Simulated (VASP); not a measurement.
# Mg6I in VASP: single point with PBE+D3(BJ)

Aim: the single point of Mg6I with PBE+D3(BJ).

Everything below comes from runs of VASP 6.6.1. Logs are shortened: lines on timing, memory, paths and dates and some standing lists are left out, and cuts for length are marked.

## (1) The cell of the first run

The cell holds a slab with vacuum, 14 atoms: a = 6.298 Å, b = 5.055 Å, c = 27.127 Å, α = 90.00°, β = 90.00°, γ = 90.00°.

## (2) Single point, PBE+D3(BJ)

The input, INCAR:

```
SYSTEM = Mg6I
  PREC = Accurate
  ENCUT = 520
  EDIFF = 1E-6
  ISMEAR = 0
  SIGMA = 0.1
  LREAL = .FALSE.
  LASPH = .TRUE.
  NELM = 60
  ALGO = Normal
  ISIF = 2
  LWAVE = .FALSE.
  LCHARG = .FALSE.
  LDIPOL = .TRUE.
  IDIPOL = 3
  DIPOL = 0.5 0.5 0.449
  GGA = PE
  IVDW = 12
  NBANDS = 32
```

The input, KPOINTS:

```
regular mesh
0
G
  3 4 1
  0 0 0
```

The input, POSCAR:

```
Mg6I
1.0
    6.2975027423      0.0000000000      0.0000000000
    0.0000000000      5.0545862324      0.0000000000
    0.0000000000      0.0000000000     27.1267635811
Mg I
12 2
Direct
    0.5000000000      0.7500000000      0.2949117013
    0.0000000000      0.7500000000      0.2949117013
    0.7500000000      0.2500000000      0.3284197983
    0.2500000000      0.2500000000      0.3284197983
    0.7500000000      0.7500000000      0.3954359924
    0.2500000000      0.7500000000      0.3954359924
   -0.0065243884      0.2500000000      0.4268561234
    0.5065243884      0.2500000000      0.4268561234
   -0.0071558638      0.7500000000      0.4981894832
    0.5071558638      0.7500000000      0.4981894832
    0.2500000000      0.2500000000      0.5187619250
    0.7500000000      0.2500000000      0.5364087252
    0.2500000000      0.2500000000      0.6198086321
    0.2500000000      0.2500000000      0.7295139496
```

Potentials or basis: VASP PAW PBE potentials, release 64 (Mg, I).

Run with:

```bash
cat potpaw_PBE.64/Mg/POTCAR potpaw_PBE.64/I/POTCAR > POTCAR
mpirun -np 1 vasp_std > vasp.out
```

OUTCAR:

```text
SYSTEM = Mg6I
   PREC = Accurate
   ENCUT = 520
   EDIFF = 1E-6
   ISMEAR = 0
   LREAL = .FALSE.
   LASPH = .TRUE.
   NELM = 60
   ISIF = 2
   GGA = PE
   IVDW = 12
 IVDW          = 12

 ion  position               nearest neighbor table
   1  0.500  0.750  0.295-   3 3.11   4 3.11   3 3.11   4 3.11   2 3.15   2 3.15   6 3.15   5 3.15

   2  0.000  0.750  0.295-   3 3.11   4 3.11   3 3.11   4 3.11   1 3.15   1 3.15   6 3.15   5 3.15

   3  0.750  0.250  0.328-   7 3.08   8 3.08   1 3.11   2 3.11   1 3.11   2 3.11   5 3.11   5 3.11
                             4 3.15   4 3.15
   4  0.250  0.250  0.328-   1 3.11   2 3.11   1 3.11   2 3.11   6 3.11   6 3.11   8 3.12   7 3.12
                             3 3.15   3 3.15
   5  0.750  0.750  0.395-   7 3.08   8 3.08   7 3.08   8 3.08   3 3.11   3 3.11   6 3.15   6 3.15
                             1 3.15   2 3.15   9 3.18  10 3.18
   6  0.250  0.750  0.395-   4 3.11   4 3.11   8 3.12   7 3.12   7 3.12   8 3.12   5 3.15   5 3.15
                             1 3.15   2 3.15   9 3.22  10 3.22
   7  0.993  0.250  0.427-  11 2.97   8 3.07   5 3.08   5 3.08   3 3.08   6 3.12   6 3.12   4 3.12
                             9 3.18   9 3.18   8 3.23  12 3.34
   8  0.507  0.250  0.427-  11 2.97   7 3.07   5 3.08   5 3.08   3 3.08   6 3.12   6 3.12   4 3.12
                            10 3.18  10 3.18   7 3.23  12 3.34
   9  0.993  0.750  0.498-  11 3.05  11 3.05  10 3.06  12 3.13  12 3.13   5 3.18   7 3.18   7 3.18
                             6 3.22  10 3.24
  10  0.507  0.750  0.498-  11 3.05  11 3.05   9 3.06  12 3.13  12 3.13   5 3.18   8 3.18   8 3.18
                             6 3.22   9 3.24
  11  0.250  0.250  0.519-  13 2.74   8 2.97   7 2.97  10 3.05   9 3.05   9 3.05  10 3.05  12 3.18
                            12 3.18
  12  0.750  0.250  0.536-   9 3.13  10 3.13   9 3.13  10 3.13  11 3.18  11 3.18   7 3.34   8 3.34

  13  0.250  0.250  0.620-  11 2.74  14 2.98
  14  0.250  0.250  0.730-  13 2.98

  LATTYP: Found a simple orthorhombic cell.
 ALAT       =     5.0545862324
 B/A-ratio  =     1.2458987646
 C/A-ratio  =     5.3667624478

  Lattice vectors:

 A1 = (   0.0000000000,  -5.0545862324,   0.0000000000)
 A2 = (   6.2975027423,   0.0000000000,   0.0000000000)
 A3 = (   0.0000000000,   0.0000000000,  27.1267635811)

Analysis of symmetry for initial positions (statically):
=====================================================================
 Subroutine PRICEL returns:
 Original cell was already a primitive cell.

 Routine SETGRP: Setting up the symmetry group for a
 simple orthorhombic supercell.

 Subroutine GETGRP returns: Found  4 space group operations
 (whereof  1 operations were pure point group operations)
 out of a pool of  8 trial point group operations.

The static configuration has the point symmetry C_1 .
 The point group associated with its full space group is C_2v.

Analysis of symmetry for dynamics (positions and initial velocities):
=====================================================================
 Subroutine PRICEL returns:
 Original cell was already a primitive cell.

 Routine SETGRP: Setting up the symmetry group for a
 simple orthorhombic supercell.

 Subroutine GETGRP returns: Found  4 space group operations
 (whereof  1 operations were pure point group operations)
 out of a pool of  8 trial point group operations.

The dynamic configuration has the point symmetry C_1 .
 The point group associated with its full space group is C_2v.

 Subroutine INISYM returns: Found  4 space group operations
 (whereof  1 operations are pure point group operations),
 and found     1 'primitive' translations

----------------------------------------------------------------------------------------

                                     Primitive cell

  volume of cell :     863.4794

  direct lattice vectors                    reciprocal lattice vectors
     6.297502742  0.000000000  0.000000000     0.158793103  0.000000000  0.000000000
     0.000000000  5.054586232  0.000000000     0.000000000  0.197840131  0.000000000
     0.000000000  0.000000000 27.126763581     0.000000000  0.000000000  0.036863963

  length of vectors
     6.297502742  5.054586232 27.126763581     0.158793103  0.197840131  0.036863963
[... 51 lines left out ...]

  Shift w.r.t. Gamma in fractional coordinates (k-lattice)
     0.000000000  0.000000000  0.000000000

 Subroutine IBZKPT returns following result:
 ===========================================

 Found      6 irreducible k-points:

 Following reciprocal coordinates:
            Coordinates               Weight
  0.000000  0.000000  0.000000      1.000000
  0.333333  0.000000  0.000000      2.000000
  0.000000  0.250000  0.000000      2.000000
  0.333333  0.250000  0.000000      4.000000
  0.000000  0.500000  0.000000      1.000000
  0.333333  0.500000  0.000000      2.000000
   k-points           NKPTS =      6   k-points in BZ     NKDIM =      6   number of bands    NBANDS=     32
   number of dos      NEDOS =    301   number of ions     NIONS =     14
   total plane-waves  NPLWV = 403200
   dimension x,y,z NGX =    48 NGY =   40 NGZ =  210
   dimension x,y,z NGXF=    96 NGYF=   80 NGZF=  420
   ions per type =              12   2
   NGX,Y,Z   is equivalent  to a cutoff of  12.67, 13.16, 12.87 a.u.
   NGXF,Y,Z  is equivalent  to a cutoff of  25.34, 26.31, 25.74 a.u.
 SYSTEM =  Mg6I
   PREC   = accura    normal or accurate (medium, high low for compatibility)
   ISTART =      0    job   : 0-new  1-cont  2-samecut
   ICHARG =      2    charge: 1-file 2-atom 10-const
   ISPIN  =      1    spin polarized calculation?
   LNONCOLLINEAR =      F non collinear calculations
   LSORBIT =      F    spin-orbit coupling
   LASPH  =      T    aspherical Exc in radial PAW
   ENCUT  =  520.0 eV  38.22 Ry    6.18 a.u.  11.71  9.40 50.44*2*pi/ulx,y,z
   NELM   =     60;   NELMIN=  2; NELMDL= -5     # of ELM steps
   EDIFF  = 0.1E-05   stopping-criterion for ELM
   LREAL  =      F    real-space projection
   EDIFFG = 0.1E-04   stopping-criterion for IOM
   NSW    =      0    number of steps for IOM
   IBRION =     -1    ionic relax: 0-MD 1-quasi-New 2-CG
   NFREE  =      0    steps in history (QN), initial steepest desc. (CG)
   ISIF   =      2    stress and relaxation
   ISYM   =      2    0-nonsym 1-usesym 2-fastsym
   POTIM  = 0.5000    time-step for ionic-motion
   TEBEG  =    0.0;   TEEND  =   0.0 temperature during run
   PSTRESS=    0.0 pullay stress
   NELECT =      38.0000    total number of electrons
   NUPDOWN=      -1.0000    fix difference up-down
   EMIN   =  10.00;   EMAX   =-10.00  energy-range for DOS
   EFERMI =   0.00;   METHOD = LEGACY
   ISMEAR =     0;   SIGMA  =   0.10  broadening in eV -4-tet -1-fermi 0-gaus
   EFERMI_NEDOS =   21; number of points for ismear=-14 and -15
   IALGO  =     38    algorithm
   IMIX   =      4    mixing-type and parameters
     AMIX     =   0.40;   BMIX     =  1.00
     AMIX_MAG =   1.60;   BMIX_MAG =  1.00
  volume/ion in A,a.u.               =      61.68       416.22
  Fermi-wavevector in a.u.,A,eV,Ry     =   0.577988  1.092239  4.545298  0.334070
  Thomas-Fermi vector in A             =   1.621113
   LORBIT       =      0    0 simple, 1 ext, 2 COOP (PROOUT), +10 PAW based schemes
   GGA     = PE    functional components
   LHFCALC =     F    Hartree Fock is set to
   AEXX    =    0.0000 exact exchange contribution
   IVDW    =    12    specifies the selected vdW correction
   LEPSILON=     F    determine dielectric tensor
   LRPA    =     F    only Hartree local field effects (RPA)
 non-spin polarized calculation
 Gauss-broadening in eV      SIGMA  =   0.10
  energy-cutoff  :      520.00
  volume of cell :      863.48
 maximum number of plane-waves:     23306
 NGX is ok and might be reduce to    48
   NGX = 23   NGY = 19   NGZ =101

 dipolmoment           0.000000      0.000000     -0.028917 electrons x Angstroem

 number of electron      38.0000000 magnetization

 dipolmoment           0.000000      0.000000      0.449885 electrons x Angstroem

 Free energy of the ion-electron system (eV)
  ---------------------------------------------------
  ext. energy  EPLUGINS =         0.00000000
  ---------------------------------------------------
  free energy    TOTEN  =       -18.62703677 eV

  energy without entropy =      -18.55809925  energy(sigma->0) =      -18.59256801

 E-fermi :  -1.5712     XC(G=0):  -4.2330

 val. band max:       -1.5974012350   @ k =   0.0000   0.5000   0.0000
 cond. band min:      -1.5669804037   @ k =   0.3333   0.2500   0.0000
 fundamental gap:      0.0304208313
 Fermi energy:        -1.5711760413

 k-point     1 :       0.0000    0.0000    0.0000
  band No.  band energies     occupation
      1     -14.4775      2.00000
      2     -12.6176      2.00000
      3      -8.2863      2.00000
      4      -7.1177      2.00000
      5      -5.7933      2.00000
      6      -4.8201      2.00000
[... 193 lines left out ...]
     30       1.8349      0.00000
     31       2.4519      0.00000
 [bands above 31 left out]

------------------------ aborting loop because EDIFF is reached ----------------------------------------

 vacuum level on the upper side and lower side of the slab       (xc-potential included)         1.027        -1.508

 Edisp (eV)   -3.00774

 E8    (eV) :    -1.3539

  FORCE on cell =-STRESS in cart. coord.  units (eV):
  Direction    XX          YY          ZZ          XY          YZ          ZX
  --------------------------------------------------------------------------------------
  -------------------------------------------------------------------------------------
  Total      -2.52361     0.48478     0.11801     0.00000     0.00000     0.00000
  in kB      -4.68253     0.89950     0.21896     0.00000     0.00000     0.00000
  external pressure =       -1.19 kB  Pullay stress =        0.00 kB

 VOLUME and BASIS-vectors are now :
 -----------------------------------------------------------------------------
  energy-cutoff  :      520.00
  volume of cell :      863.48
      direct lattice vectors                 reciprocal lattice vectors
     6.297502742  0.000000000  0.000000000     0.158793103  0.000000000  0.000000000
     0.000000000  5.054586232  0.000000000     0.000000000  0.197840131  0.000000000
     0.000000000  0.000000000 27.126763581     0.000000000  0.000000000  0.036863963

 POSITION                                       TOTAL-FORCE (eV/Angst)
 -----------------------------------------------------------------------------------
      3.14875      3.79094      8.00000        -0.065597     -0.000000      0.089848
      0.00000      3.79094      8.00000         0.065597     -0.000000      0.089848
      4.72313      1.26365      8.90897         0.000000     -0.000000     -0.164235
      1.57438      1.26365      8.90897         0.000000     -0.000000     -0.211670
      4.72313      3.79094     10.72690         0.000000     -0.000000     -0.002042
      1.57438      3.79094     10.72690         0.000000     -0.000000      0.224606
      6.25642      1.26365     11.57923         0.000180     -0.000000      0.004432
      3.18984      1.26365     11.57923        -0.000180      0.000000      0.004432
      6.25244      3.79094     13.51427         0.000283     -0.000000     -0.012299
      3.19382      3.79094     13.51427        -0.000283      0.000000     -0.012299
      1.57438      1.26365     14.07233         0.000000     -0.000000     -0.015692
      4.72313      1.26365     14.55103         0.000000     -0.000000     -0.020775
      1.57438      1.26365     16.81340         0.000000     -0.000000      0.042450
      1.57438      1.26365     19.78935         0.000000     -0.000000     -0.016605
 -----------------------------------------------------------------------------------
    total drift:                               -0.000000      0.000000      0.000318

  FREE ENERGIE OF THE ION-ELECTRON SYSTEM (eV)
  ---------------------------------------------------
  free  energy   TOTEN  =       -21.6347783277 eV

  energy  without entropy=      -21.5658408044  energy(sigma->0) =      -21.60030957

 vacuum level on the upper side and lower side of the slab         4.317         1.746
```

Wall time 7.4 min (1 thread of Intel Xeon Platinum 8375C at 2.90GHz (Ice Lake), shared host); peak memory 0.87 GiB.

What came out:

- Free energy: -21.6348 eV
- Largest force: 0.225 eV/Å
- Band gap on the k mesh: zero (band 19 reaches -1.32 eV, above the bottom of band 20 at -1.79 eV)
- Dispersion energy per atom: -0.215 eV

Forces on the atoms (eV/Å):
```
Mg  -0.066  0.000  0.090
Mg   0.066  0.000  0.090
Mg   0.000  0.000 -0.164
Mg   0.000  0.000 -0.212
Mg   0.000  0.000 -0.002
Mg   0.000  0.000  0.225
Mg   0.000  0.000  0.004
Mg   0.000  0.000  0.004
Mg   0.000  0.000 -0.012
Mg   0.000  0.000 -0.012
Mg   0.000  0.000 -0.016
Mg   0.000  0.000 -0.021
I    0.000  0.000  0.042
I    0.000  0.000 -0.017
```

Caveat: spin-orbit coupling is left out, which moves the levels of the heavy elements.
